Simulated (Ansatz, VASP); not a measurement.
## Two plane-wave programs on CuI

The input POSCAR:

```
CuI
1.0
    0.0000000000      3.0315000000      3.0315000000
    3.0315000000      0.0000000000      3.0315000000
    3.0315000000      3.0315000000      0.0000000000
I Cu
1 1
Direct
    0.0000000000      0.0000000000      0.0000000000
    0.7500000000      0.7500000000      0.7500000000
```

The input INCAR.step1:

```
ALGO     = Normal         # electronic algorithm
EDIFF    = 1E-5           # SCF threshold, eV
ENCUT    = 520            # plane-wave cutoff, eV
GGA      = PE             # functional
ISIF     = 2              # what is computed and relaxed
ISMEAR   = -1             # smearing method
LASPH    = T              # aspherical terms in the spheres
LCHARG   = F              # write CHGCAR
LREAL    = F              # projectors in reciprocal space
LWAVE    = T              # write WAVECAR
NBANDS   = 16             # bands
NELM     = 80             # most SCF steps
PREC     = Accurate       # precision mode
SIGMA    = 0.05           # smearing width, eV
```

Contents of INCAR.step2:

```
AEXX     = 0.1            # exact-exchange fraction
ALGO     = Normal         # electronic algorithm
EDIFF    = 1E-6           # SCF threshold, eV
ENCUT    = 520            # plane-wave cutoff, eV
ISIF     = 2              # what is computed and relaxed
ISMEAR   = -1             # smearing method
ISTART   = 1            
LASPH    = T              # aspherical terms in the spheres
LCHARG   = F              # write CHGCAR
LHFCALC  = T              # exact exchange
LMIXTAU  = T            
LREAL    = F              # projectors in reciprocal space
LWAVE    = F              # write WAVECAR
METAGGA  = R2SCAN         # meta-GGA
NBANDS   = 16             # bands
NELM     = 80             # most SCF steps
PREC     = Accurate       # precision mode
PRECFOCK = Normal       
SIGMA    = 0.05           # smearing width, eV
```

Contents of KPOINTS:

```
k-points
0
Gamma
  4 4 4
```

input.yaml

```yaml
crystal:
  lattice:
    - [0.0, 3.0315, 3.0315]
    - [3.0315, 0.0, 3.0315]
    - [3.0315, 3.0315, 0.0]
  atoms:
    - { symbol: I, position: [0.0, 0.0, 0.0] }
    - { symbol: Cu, position: [0.75, 0.75, 0.75] }
hamiltonian:
  xc: r2scanh
  pseudopotentials: { kind: paw }
kpoints:
  mp_grid: { grid: [4, 4, 4] }
  band_path:
    path:
      - [[0.0, 0.0, 0.0], [0.5, 0.0, 0.5], [0.5, 0.25, 0.75], [0.375, 0.375, 0.75], [0.0, 0.0, 0.0], [0.5, 0.5, 0.5], [0.625, 0.25, 0.625], [0.5, 0.25, 0.75], [0.5, 0.5, 0.5], [0.375, 0.375, 0.75]]
      - [[0.625, 0.25, 0.625], [0.5, 0.0, 0.5]]
    npoints: 4
scf:
  occupations: { method: fermi_dirac, width: 0.05 }
  n_extra_bands: 6
output:
  forces: true
  stress: true
  eigenvalues: true
  fatbands: false
```

Alike in both runs: functional r2SCANh; k mesh 4 × 4 × 4; occupations fermi-dirac, width 0.05 eV; no spin polarisation.

|  | VASP | Ansatz |
| --- | --- | --- |
| version | VASP 6.6.1 | Ansatz 0.2.0 |
| potentials or method | VASP PAW PBE potentials, release 64 (I, Cu) | Ansatz PAW |
| plane-wave cutoff (eV) | 520 | 500 |
| valence electrons in the cell | 18 | 36 |
| task | single point | band structure |

VASP gave:

* gap on the k mesh at the Fermi level (eV): 2.42
* least direct gap on the mesh (eV): 2.42
* pressure (GPa): -0.4

Problem. What did Ansatz give for the same quantities?

Solution. gap on the k mesh at the Fermi level (eV): 2.43; least direct gap on the mesh (eV): 2.43; pressure (GPa): -0.3.

VASP's potentials were made for PBE, not for r2SCANh. VASP's potentials hold 18 valence electrons a cell and Ansatz's 36, so a difference there can come from the potentials and not from the codes.

The k mesh is coarse, so the values compare programs but aren't converged. Spin-orbit coupling is off throughout.
